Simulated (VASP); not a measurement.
## BP: single point with PBE

Crystal: BP.

```
CELL_PARAMETERS angstrom
0.00000 2.24563 2.27758
2.24563 0.00000 2.27758
2.24563 2.24563 0.00000
ATOMIC_POSITIONS crystal
B 0.00000 0.00000 0.00000
P 0.25000 0.25000 0.25000
```

This cell differs from its parent crystal: epitaxial xy strain -1.0%.

```json
{"Program": "VASP 6.6.1", "Task": "single point", "Functional": "PBE", "Potentials or basis": "VASP PAW PBE potentials, release 64 (B, P)", "Cutoff": "520 eV", "k mesh": "6 × 6 × 6", "Occupations": "gaussian, width 0.01 eV", "Spin": "no spin polarisation", "Dipole correction": "no", "Further INCAR settings": "ALGO = Normal; EDIFF = 1e-07; NBANDS = 11"}
```

The pressure is 3.9 GPa and the band gap on the k mesh is 1.20 eV, indirect (least direct gap 3.35 eV).

Stress tensor (GPa, compression positive):
```
5.22 0.00 0.00
0.00 5.22 0.00
0.00 0.00 1.34
```

Levels at points of the mesh, in eV from the valence-band top:
```
           k point  band 2  band 3  band 4  band 5  band 6  band 7
(0.00, 0.00, 0.00)   -0.14    0.00    0.00    3.35    3.35    3.43
(0.50, 0.00, 0.00)   -9.21   -1.92   -1.73    3.80    4.64    4.75
(0.50, 0.50, 0.00)   -8.80   -4.13   -4.13    1.35    1.73   12.24
(0.50, 0.00, 0.50)   -8.68   -4.29   -4.26    1.20    1.53   12.07
```

Run time: 5.2 s on 1 thread of Intel(R) Xeon(R) Platinum 8488C (Sapphire Rapids) (shared host), peak memory 0.13 GiB.

Caveat: the cell differs from its parent crystal (epitaxial xy strain -1.0%). A k mesh can miss the band edges.
